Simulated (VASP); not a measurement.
# Al9O in VASP: single point with PBE

Aim: the single point of Al9O with PBE.

All numbers are computed with VASP 6.6.1; they aren't measurements. Logs are shortened: lines on timing, memory, paths and dates and some standing lists are left out, and cuts for length are marked.

**1. The cell of the first run**

The cell holds a slab with vacuum, 10 atoms: a = 2.854 Å, b = 9.806 Å, c = 20.290 Å, α = 90.00°, β = 90.00°, γ = 98.37°.

**2. Single point, PBE**

File INCAR:

```
ALGO     = Normal         # electronic algorithm
DIPOL    = 0.5 0.5 0.337
EDIFF    = 1E-6           # SCF threshold, eV
ENCUT    = 520            # plane-wave cutoff, eV
GGA      = PE             # functional
IDIPOL   = 3            
ISIF     = 2              # what is computed and relaxed
ISMEAR   = 0              # smearing method
LASPH    = True           # aspherical terms in the spheres
LCHARG   = True           # write CHGCAR
LDIPOL   = True         
LELF     = True           # ELF
LREAL    = False          # projectors in reciprocal space
LVACPOTAV= True         
LVHAR    = True         
LWAVE    = False          # write WAVECAR
NBANDS   = 28             # bands
NELM     = 100            # most SCF steps
PREC     = Accurate       # precision mode
SIGMA    = 0.1            # smearing width, eV
```

File KPOINTS:

```
k-points
0
Gamma
  9 3 1
```

File POSCAR:

```
Al9O
1.0
    2.8535431553      0.0000000000      0.0000000000
   -1.4267715777      9.7014842378      0.0000000000
    0.0000000000      0.0000000000     20.2903703566
Al O
9 1
Direct
    0.5324432082      0.0648864163      0.1971378506
    0.6709612116      0.3419224231      0.2462112387
    0.2986648122      0.5973296244      0.2560259163
    0.9263684129      0.8527368258      0.2658405940
    0.0639544175      0.1277109188      0.3154271765
    0.1995835182      0.4042231282      0.3707799904
    0.8288001109      0.6596656509      0.3785021740
    0.4526153906      0.9110819271      0.3874246327
    0.8436158140      0.1834090121      0.4515711543
    1.3424854425      0.1814072012      0.4967488911
```

Potentials or basis: VASP PAW PBE potentials, release 64 (Al, O).

Run with:

```console
cat potpaw_PBE.64/Al/POTCAR potpaw_PBE.64/O/POTCAR > POTCAR
mpirun -np 1 vasp_std > vasp.out
```

OUTCAR:

```text
EDIFF = 1E-6
   ENCUT = 520
   GGA = PE
   ISIF = 2
   ISMEAR = 0
   LASPH = True
   LREAL = False
   NELM = 100
   PREC = Accurate

 ion  position               nearest neighbor table
   1  0.532  0.065  0.197-   5 2.86   5 2.86   2 2.87   4 2.87   4 2.87
   2  0.671  0.342  0.246-   3 2.87   3 2.87   1 2.87   5 2.89   5 2.89   6 2.96   6 2.97
   3  0.299  0.597  0.256-   2 2.87   2 2.87   4 2.87   4 2.87   7 2.93   7 2.93   6 2.99
   4  0.926  0.853  0.266-   5 2.85   1 2.87   1 2.87   3 2.87   3 2.87   8 2.90   8 2.91   7 2.96

   5  0.064  0.128  0.315-   4 2.85   1 2.86   1 2.86   2 2.89   2 2.89   9 2.90   6 2.91   8 2.93
                             8 2.93
   6  0.200  0.404  0.371-   9 2.79   7 2.86   7 2.87   5 2.91   2 2.96   2 2.97   3 2.99
   7  0.829  0.660  0.379-   8 2.83   8 2.83   6 2.86   6 2.87   3 2.93   3 2.93   4 2.96
   8  0.453  0.911  0.387-   7 2.83   7 2.83   4 2.90   4 2.91   5 2.93   5 2.93   9 3.03
   9  0.844  0.183  0.452-  10 1.70  10 1.70   6 2.79   5 2.90   8 3.03
  10  0.342  0.181  0.497-   9 1.70   9 1.70

  LATTYP: Found a base centered orthorhombic cell.
 ALAT       =     2.8535431553
 B/A-ratio  =     6.7996057601
 C/A-ratio  =     7.1105882239

  Lattice vectors:

 A1 = (   1.4267715777,  -9.7014842378,   0.0000000000)
 A2 = (   1.4267715776,   9.7014842378,   0.0000000000)
 A3 = (   0.0000000000,   0.0000000000,  20.2903703566)

Analysis of symmetry for initial positions (statically):
=====================================================================
 Subroutine PRICEL returns:
 Original cell was already a primitive cell.

 Routine SETGRP: Setting up the symmetry group for a
 base centered orthorhombic supercell.

 Subroutine GETGRP returns: Found  1 space group operations
 (whereof  1 operations were pure point group operations)
 out of a pool of  8 trial point group operations.

The static configuration has the point symmetry C_1 .

Analysis of symmetry for dynamics (positions and initial velocities):
=====================================================================
 Subroutine PRICEL returns:
 Original cell was already a primitive cell.

 Routine SETGRP: Setting up the symmetry group for a
 base centered orthorhombic supercell.

 Subroutine GETGRP returns: Found  1 space group operations
 (whereof  1 operations were pure point group operations)
 out of a pool of  8 trial point group operations.

The dynamic configuration has the point symmetry C_1 .

 Subroutine INISYM returns: Found  1 space group operations
 (whereof  1 operations are pure point group operations),
 and found     1 'primitive' translations

----------------------------------------------------------------------------------------

                                     Primitive cell

  volume of cell :     561.7106

  direct lattice vectors                    reciprocal lattice vectors
     2.853543155  0.000000000  0.000000000     0.350441520  0.051538506  0.000000000
    -1.426771578  9.701484238  0.000000000     0.000000000  0.103077011  0.000000000
     0.000000000  0.000000000 20.290370357     0.000000000  0.000000000  0.049284463

  length of vectors
     2.853543155  9.805838748 20.290370357     0.354211062  0.103077011  0.049284463

  position of ions in fractional coordinates (direct lattice)
     0.532443208  0.064886416  0.197137851
     0.670961212  0.341922423  0.246211239
     0.298664812  0.597329624  0.256025916
     0.926368413  0.852736826  0.265840594
     0.063954417  0.127710919  0.315427177
     0.199583518  0.404223128  0.370779990
     0.828800111  0.659665651  0.378502174
     0.452615391  0.911081927  0.387424633
     0.843615814  0.183409012  0.451571154
     0.342485442  0.181407201  0.496748891

  ion indices of the primitive-cell ions
   primitive index   ion index
                 1           1
                 2           2
                 3           3
                 4           4
                 5           5
                 6           6
                 7           7
                 8           8
                 9           9
                10          10

----------------------------------------------------------------------------------------

 KPOINTS: k-points
[... 35 lines left out ...]
 -----------------------------------------------------------------------------

 WARNING: IBZKPT: internal override: KBLOWUP is changed to .FALSE.
      ... skipping the blow-up phase ...

 Subroutine IBZKPT returns following result:
 ===========================================

 Found     14 irreducible k-points:

 Following reciprocal coordinates:
            Coordinates               Weight
  0.000000  0.000000  0.000000      1.000000
  0.111111 -0.000000  0.000000      2.000000
  0.222222 -0.000000  0.000000      2.000000
  0.333333  0.000000  0.000000      2.000000
  0.444444 -0.000000  0.000000      2.000000
  0.000000  0.333333  0.000000      2.000000
  0.111111  0.333333  0.000000      2.000000
  0.222222  0.333333  0.000000      2.000000
  0.333333  0.333333  0.000000      2.000000
  0.444444  0.333333  0.000000      2.000000
 -0.444444  0.333333  0.000000      2.000000
 -0.333333  0.333333  0.000000      2.000000
 -0.222222  0.333333  0.000000      2.000000
 -0.111111  0.333333  0.000000      2.000000
   k-points           NKPTS =     14   k-points in BZ     NKDIM =     14   number of bands    NBANDS=     28
   number of dos      NEDOS =    301   number of ions     NIONS =     10
   total plane-waves  NPLWV = 307200
   dimension x,y,z NGX =    24 NGY =   80 NGZ =  160
   dimension x,y,z NGXF=    48 NGYF=  160 NGZF=  320
   ions per type =               9   1
   NGX,Y,Z   is equivalent  to a cutoff of  13.98, 13.56, 13.11 a.u.
   NGXF,Y,Z  is equivalent  to a cutoff of  27.96, 27.13, 26.22 a.u.
 SYSTEM =  unknown system
   PREC   = accura    normal or accurate (medium, high low for compatibility)
   ISTART =      0    job   : 0-new  1-cont  2-samecut
   ICHARG =      2    charge: 1-file 2-atom 10-const
   ISPIN  =      1    spin polarized calculation?
   LNONCOLLINEAR =      F non collinear calculations
   LSORBIT =      F    spin-orbit coupling
   LASPH  =      T    aspherical Exc in radial PAW
   ENCUT  =  520.0 eV  38.22 Ry    6.18 a.u.   5.31 18.23 37.73*2*pi/ulx,y,z
   NELM   =    100;   NELMIN=  2; NELMDL= -5     # of ELM steps
   EDIFF  = 0.1E-05   stopping-criterion for ELM
   LREAL  =      F    real-space projection
   EDIFFG = 0.1E-04   stopping-criterion for IOM
   NSW    =      0    number of steps for IOM
   IBRION =     -1    ionic relax: 0-MD 1-quasi-New 2-CG
   NFREE  =      0    steps in history (QN), initial steepest desc. (CG)
   ISIF   =      2    stress and relaxation
   ISYM   =      2    0-nonsym 1-usesym 2-fastsym
   POTIM  = 0.5000    time-step for ionic-motion
   TEBEG  =    0.0;   TEEND  =   0.0 temperature during run
   PSTRESS=    0.0 pullay stress
   NELECT =      33.0000    total number of electrons
   NUPDOWN=      -1.0000    fix difference up-down
   EMIN   =  10.00;   EMAX   =-10.00  energy-range for DOS
   EFERMI =   0.00;   METHOD = LEGACY
   ISMEAR =     0;   SIGMA  =   0.10  broadening in eV -4-tet -1-fermi 0-gaus
   EFERMI_NEDOS =   21; number of points for ismear=-14 and -15
   IALGO  =     38    algorithm
   IMIX   =      4    mixing-type and parameters
     AMIX     =   0.40;   BMIX     =  1.00
     AMIX_MAG =   1.60;   BMIX_MAG =  1.00
  volume/ion in A,a.u.               =      56.17       379.06
  Fermi-wavevector in a.u.,A,eV,Ry     =   0.636417  1.202654  5.510726  0.405027
  Thomas-Fermi vector in A             =   1.701081
   LORBIT       =      0    0 simple, 1 ext, 2 COOP (PROOUT), +10 PAW based schemes
   GGA     = PE    functional components
   LHFCALC =     F    Hartree Fock is set to
   AEXX    =    0.0000 exact exchange contribution
   IVDW    =     0    specifies the selected vdW correction
   LEPSILON=     F    determine dielectric tensor
   LRPA    =     F    only Hartree local field effects (RPA)
 non-spin polarized calculation
 Gauss-broadening in eV      SIGMA  =   0.10
  energy-cutoff  :      520.00
  volume of cell :      561.71
 maximum number of plane-waves:     15170
 NGX is ok and might be reduce to    24
   NGX = 11   NGY = 37   NGZ = 75

 number of electron      33.0000000 magnetization

 dipolmoment           0.000000      0.000000      0.206661 electrons x Angstroem

 Free energy of the ion-electron system (eV)
  ---------------------------------------------------
  ext. energy  EPLUGINS =         0.00000000
  ---------------------------------------------------
  free energy    TOTEN  =       -39.47870788 eV

  energy without entropy =      -39.45474023  energy(sigma->0) =      -39.46672405

 E-fermi :  -1.2144     XC(G=0):  -3.8061

 val. band max:       -1.2347385573   @ k =   0.2222   0.3333   0.0000
 cond. band min:      -1.1951418098   @ k =   0.4444   0.3333   0.0000
 fundamental gap:      0.0395967475
 Fermi energy:        -1.2144047688

 k-point     1 :       0.0000    0.0000    0.0000
  band No.  band energies     occupation
      1     -19.9893      2.00000
      2     -11.1187      2.00000
      3      -9.6345      2.00000
      4      -9.5064      2.00000
      5      -8.5484      2.00000
      6      -7.1097      2.00000
[... 423 lines left out ...]
     27       3.3770      0.00000
     28       3.5788      0.00000

------------------------ aborting loop because EDIFF is reached ----------------------------------------

  FORCE on cell =-STRESS in cart. coord.  units (eV):
  Direction    XX          YY          ZZ          XY          YZ          ZX
  --------------------------------------------------------------------------------------
  -------------------------------------------------------------------------------------
  Total       -2.8236398     -5.6671855     -0.3311188      0.7067624     -0.6426335      0.3824505
  in kB       -8.0539195    -16.1646168     -0.9444562      2.0159113     -1.8329952      1.0908704
  external PRESSURE =      -8.3876641 kB  Pullay stress =       0.0000000 kB

 VOLUME and BASIS-vectors are now :
 -----------------------------------------------------------------------------
  energy-cutoff  :      520.00
  volume of cell :      561.71
      direct lattice vectors                 reciprocal lattice vectors
     2.853543155  0.000000000  0.000000000     0.350441520  0.051538506  0.000000000
    -1.426771578  9.701484238  0.000000000     0.000000000  0.103077011  0.000000000
     0.000000000  0.000000000 20.290370357     0.000000000  0.000000000  0.049284463

 POSITION                                       TOTAL-FORCE (eV/Angst)
 -----------------------------------------------------------------------------------
      1.42677      0.62949      4.00000         0.026888      0.168749     -0.028963
      1.42677      3.31715      4.99572        -0.029586      0.126621      0.019131
     -0.00000      5.79498      5.19486        -0.036671     -0.159916      0.043140
      1.42677      8.27281      5.39400         0.019487     -0.215660     -0.099861
      0.00028      1.23899      6.40013        -0.119762      0.180563      0.422010
     -0.00721      3.92156      7.52326         0.021189      0.213424     -0.300741
      1.42382      6.39974      7.67995        -0.002641     -0.106391      0.033278
     -0.00835      8.83885      7.86099         0.039027     -0.085681     -0.086142
      2.14561      1.77934      9.16255        -0.001296      0.000237     -0.029782
      0.71847      1.75992     10.07922         0.083364     -0.121945      0.027930
 -----------------------------------------------------------------------------------
    total drift:                                0.000100     -0.000016     -0.000155

  FREE ENERGIE OF THE ION-ELECTRON SYSTEM (eV)
  ---------------------------------------------------
  free  energy   TOTEN  =       -39.4787078798 eV

  energy  without entropy=      -39.4547402288  energy(sigma->0) =      -39.46672405

 vacuum level on the upper side and lower side of the slab         4.283         2.932
```

It took 12 min on 1 thread of AMD EPYC 7R13, shared host; peak memory 0.67 GiB.

Results:

```
Free energy   : -39.4787 eV
Largest force : 0.474 eV/Å
```

Forces on the atoms (eV/Å):
```
Al   0.027  0.169 -0.029
Al  -0.030  0.127  0.019
Al  -0.037 -0.160  0.043
Al   0.019 -0.216 -0.100
Al  -0.120  0.181  0.422
Al   0.021  0.213 -0.301
Al  -0.003 -0.106  0.033
Al   0.039 -0.086 -0.086
Al  -0.001  0.000 -0.030
O    0.083 -0.122  0.028
```

Caveat: an odd number of electrons without spin polarisation forces a metal; a magnetic or distorted state may lie lower.
